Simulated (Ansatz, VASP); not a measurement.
**Two plane-wave programs on Se**

```xyz
1
Lattice="2.8106 0.0000 0.0000 0.0000 2.8106 0.0422 0.0000 0.0422 2.8106" Properties=species:S:1:pos:R:3 pbc="T T T"
Se    0.0000    0.0000    0.0000
```

Change from the starting cell: strain +0.0300 x Voigt [0, 0, 0, 1, 0, 0], atoms carried along.

Alike in both runs: task single point; functional PBE; dispersion D3(BJ); k mesh 16 × 16 × 16; occupations gaussian, width 0.15 eV; no spin polarisation.

```csv
,VASP,Ansatz
version,VASP 6.6.1,Ansatz 0.2.0
potentials or method,"VASP PAW PBE potentials, release 64 (Se), cutoff 520 eV","scalar-relativistic, plane waves, PAW"
valence electrons in the cell,6,16
```

|  | VASP | Ansatz | Ansatz less VASP |
| --- | --- | --- | --- |
| gap on the k mesh at the Fermi level (eV) | none | none | - |
| pressure (GPa) | -1.3 | -1.4 | -0.04 |
| traceless stress, the component that is largest in VASP (GPa) | -0.27 | -0.27 | -0.001 |

A gap of «none» marks a metal or a gap that the smearing closes. VASP's potentials hold 6 valence electrons a cell and Ansatz's 16, so a difference there can come from the potentials and not from the codes.
